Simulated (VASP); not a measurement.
Input of a VASP 6.6.1 run:

INCAR

```
PREC = Accurate
ENCUT = 520
EDIFF = 1E-7
ISMEAR = 0
SIGMA = 0.05
LREAL = False
LASPH = True
NELM = 150
ALGO = Normal
ISIF = 2
LWAVE = False
LCHARG = True
ISPIN = 2
MAGMOM = 0 0.5 0.5 0.5
LORBIT = 11
LMAXMIX = 4
GGA = CA
LELF = True
LVHAR = True
NBANDS = 28
```

The input KPOINTS:

```
regular mesh
0
Gamma
  20 20 20
```

POSCAR

```
AlNi3
1.0
    3.3290824957      0.0000000000      0.0000000000
    0.0000000000      3.3290824957      0.0000000000
    0.0000000000      0.0000000000      3.3290824957
Al Ni
1 3
Direct
    0.0000000000      0.0000000000      0.0000000000
    0.0000000000      0.5000000000      0.5000000000
    0.5000000000      0.0000000000      0.5000000000
    0.5000000000      0.5000000000      0.0000000000
```

Potentials or basis: VASP PAW LDA potentials, release 64 (Al, Ni).

The run is started by

```bash
$ cat potpaw_LDA.64/Al/POTCAR potpaw_LDA.64/Ni/POTCAR > POTCAR
$ mpirun -np 1 vasp_std > vasp.out
```

(1) What does it give for the pressure?

(2) What does it give for the net moment?

## Answers

(1) 40.2 GPa.

(2) 0.00 μB per cell.

Caveat: the cell stands under pressure.
